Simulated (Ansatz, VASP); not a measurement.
**Hg: VASP beside Ansatz**

```xyz
2
Lattice="0.0000 3.1464 3.1464 3.1464 0.0000 3.1464 3.1464 3.1464 0.0000" Properties=species:S:1:pos:R:3 pbc="T T T"
Hg    0.7866    0.7866    0.7866
Hg    5.5062    5.5062    5.5062
```

Alike in both runs: task relaxation of cell and atoms; functional PBE; k mesh 9 × 9 × 9; occupations fermi-dirac, width 0.1 eV; no spin polarisation.

|  | VASP | Ansatz |
| --- | --- | --- |
| version | VASP 6.6.1 | Ansatz 0.2.0 |
| potentials or method | VASP PAW PBE potentials, release 64 (Hg_sv_GW), cutoff 550 eV | plane waves (420 eV) with PAW, scalar-relativistic |
| valence electrons in the cell | 40 | 40 |

|  | VASP | Ansatz | Ansatz less VASP |
| --- | --- | --- | --- |
| relaxed volume (Å³/atom) | 38.80 | 53.38 | +14.583 |
| relaxed length of the cell vector where the two differ most in proportion (Å) | 4.788 | 5.325 | +0.5373 |

One of these differences is far larger than is usual between the two programs; its cause wasn't traced.

Spin-orbit coupling is off throughout. Noted on VASP's run: the volume moved by over 15 % at a fixed basis, so the end points are rough.
